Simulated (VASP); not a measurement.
# EuFe (Pm-3m) in VASP: a series of runs, part 2 of 2

VASP 6.6.1. Earlier steps stand in the parts before.

**4. Single point, PBEsol, collinear spin, ferrimagnetic start**

This run uses another cell than the first one, of 19.61 Å³/atom, 1.042 times its volume.

Contents of INCAR:

```
SYSTEM = EuFe
ALGO = Normal ; EDIFF = 1E-6
ENCUT = 520 ; GGA = PS
ISIF = 2 ; ISMEAR = 0
ISPIN = 2 ; LASPH = .TRUE.
LCHARG = .FALSE. ; LMAXMIX = 6
LORBIT = 11 ; LREAL = .FALSE.
LWAVE = .FALSE. ; MAGMOM = 7.34 -2.66
NBANDS = 24 ; NELM = 150
PREC = Accurate ; SIGMA = 0.05
```

Contents of KPOINTS:

```
k-points
0
G
  8 8 8
  0 0 0
```

Contents of POSCAR:

```
EuFe
1.0
    3.3974306853      0.0000000000      0.0000000000
    0.0000000000      3.3974306853      0.0000000000
    0.0000000000      0.0000000000      3.3974306853
Eu Fe
1 1
Direct
    0.0000000000      0.0000000000      0.0000000000
    0.5000000000      0.5000000000      0.5000000000
```

Potentials or basis: VASP PAW PBE potentials, release 64 (Eu, Fe).

Run with:

```console
$ cat potpaw_PBE.64/Eu/POTCAR potpaw_PBE.64/Fe/POTCAR > POTCAR
$ mpirun -np 1 vasp_std > vasp.out
```

OUTCAR:

```text
SYSTEM = EuFe
   EDIFF = 1E-6
   ENCUT = 520
   GGA = PS
   ISIF = 2
   ISMEAR = 0
   ISPIN = 2
   LASPH = .TRUE.
   LORBIT = 11
   LREAL = .FALSE.
   NELM = 150
   PREC = Accurate

 ion  position               nearest neighbor table
   1  0.000  0.000  0.000-   2 2.94   2 2.94   2 2.94   2 2.94   2 2.94   2 2.94   2 2.94   2 2.94

   2  0.500  0.500  0.500-   1 2.94   1 2.94   1 2.94   1 2.94   1 2.94   1 2.94   1 2.94   1 2.94

  LATTYP: Found a simple cubic cell.
 ALAT       =     3.3974306853

  Lattice vectors:

 A1 = (   3.3974306853,   0.0000000000,   0.0000000000)
 A2 = (   0.0000000000,   3.3974306853,   0.0000000000)
 A3 = (   0.0000000000,   0.0000000000,   3.3974306853)

Analysis of symmetry for initial positions (statically):
=====================================================================
 Subroutine PRICEL returns:
 Original cell was already a primitive cell.

 Routine SETGRP: Setting up the symmetry group for a
 simple cubic supercell.

[... 843 lines left out ...]
  band No.  band energies     occupation
      1     -34.0674      1.00000
      2     -13.1138      1.00000
      3     -13.1138      1.00000
      4     -13.1138      1.00000
      5      -1.2862      1.00000
      6       0.8725      1.00000
[... 637 lines left out ...]
     23      13.9745      0.00000
     24      13.9770      0.00000

 [... further k-points ...]
[... 5 lines left out ...]
  --------------------------------------------------------------------------------------
  -------------------------------------------------------------------------------------
  Total       -0.0070579     -0.0070579     -0.0070579      0.0000000      0.0000000     -0.0000000
  in kB       -0.2883589     -0.2883589     -0.2883589      0.0000000      0.0000000     -0.0000000
  external PRESSURE =      -0.2883589 kB  Pullay stress =       0.0000000 kB

 VOLUME and BASIS-vectors are now :
 -----------------------------------------------------------------------------
  energy-cutoff  :      520.00
  volume of cell :       39.21
      direct lattice vectors                 reciprocal lattice vectors
     3.397430685  0.000000000  0.000000000     0.294340074  0.000000000  0.000000000
     0.000000000  3.397430685  0.000000000     0.000000000  0.294340074  0.000000000
     0.000000000  0.000000000  3.397430685     0.000000000  0.000000000  0.294340074

 POSITION                                       TOTAL-FORCE (eV/Angst)
 -----------------------------------------------------------------------------------
      0.00000      0.00000      0.00000         0.000000      0.000000      0.000000
      1.69872      1.69872      1.69872         0.000000      0.000000      0.000000
 -----------------------------------------------------------------------------------
    total drift:                                0.000000      0.000000      0.000000

  FREE ENERGIE OF THE ION-ELECTRON SYSTEM (eV)
  ---------------------------------------------------
  free  energy   TOTEN  =       -19.8584455469 eV

  energy  without entropy=      -19.8538376260  energy(sigma->0) =      -19.85614159

 total charge

# of ion       s       p       d       f       tot
--------------------------------------------------
    1        2.086   5.667   0.663   6.411  14.827
    2        0.526   0.227   6.246   0.000   6.999
--------------------------------------------------
tot          2.612   5.894   6.909   6.411  21.826

 magnetization (x)

# of ion       s       p       d       f       tot
--------------------------------------------------
    1        0.017  -0.072   0.272   6.357   6.574
    2       -0.054   0.060  -2.394   0.000  -2.389
--------------------------------------------------
tot         -0.037  -0.012  -2.123   6.357   4.186
```

stdout:

```text
POSCAR found type information on POSCAR EuFe
 POSCAR found :  2 types and       2 ions
 scaLAPACK will be used
 -----------------------------------------------------------------------------
|                                                                             |
|                                                                             |
|     You enforced a specific xc type in the INCAR file but a different       |
|     I HOPE YOU KNOW WHAT YOU ARE DOING!                                     |
|                                                                             |
 -----------------------------------------------------------------------------

 LDA part: xc-table for (Slater+PW92), standard interpolation
 POSCAR, INCAR and KPOINTS ok, starting setup
 FFT: planning ... GRIDC
 FFT: planning ... GRID_SOFT
 FFT: planning ... GRID
 WAVECAR not read
 entering main loop
```

Run time: 3 min. Hardware: 1 thread of Oxide Virtual Turin-like, shared host; peak memory 0.18 GiB.

What came out:

| Property | Result |
| --- | --- |
| Free energy | -19.8584 eV |
| Pressure | 0.0 GPa |
| Net moment | 4.74 μB per cell |
| Site moments | Eu +6.57; Fe -2.39 μB |
| Valence electrons inside the program's atomic spheres | Eu 14.83; Fe 7.00 |

Caveat: the PAW data sets were made with another functional, which shifts forces and pressure a little; spin-orbit coupling is left out, which moves the levels of the heavy elements; without U or exact exchange the open f shell lies at the Fermi level, which spoils levels, moments and volumes. The state reached can hang on the start; a lower one may exist.

**5. Summary**

```tsv
cell	gap on the mesh (eV)	pressure (GPa)	moment (μB)
a = 3.352 Å, 2 atoms	none	2.6	4.75
a = 3.375 Å, 2 atoms	none	1.2	4.75
a = 3.397 Å, 2 atoms	none	0.0	4.74
```

Alike in all rows: task single point; level PBEsol; potentials or basis VASP PAW PBE potentials, release 64 (Eu, Fe); spin collinear, ferrimagnetic start; k mesh 8 × 8 × 8; cutoff (eV) 520; smearing gaussian 0.05 eV.

Caveats: the PAW data sets were made with another functional, which shifts forces and pressure a little; spin-orbit coupling is left out, which moves the levels of the heavy elements; without U or exact exchange the open f shell lies at the Fermi level, which spoils levels, moments and volumes.

Absolute energies hang on the potentials; compare differences alone.
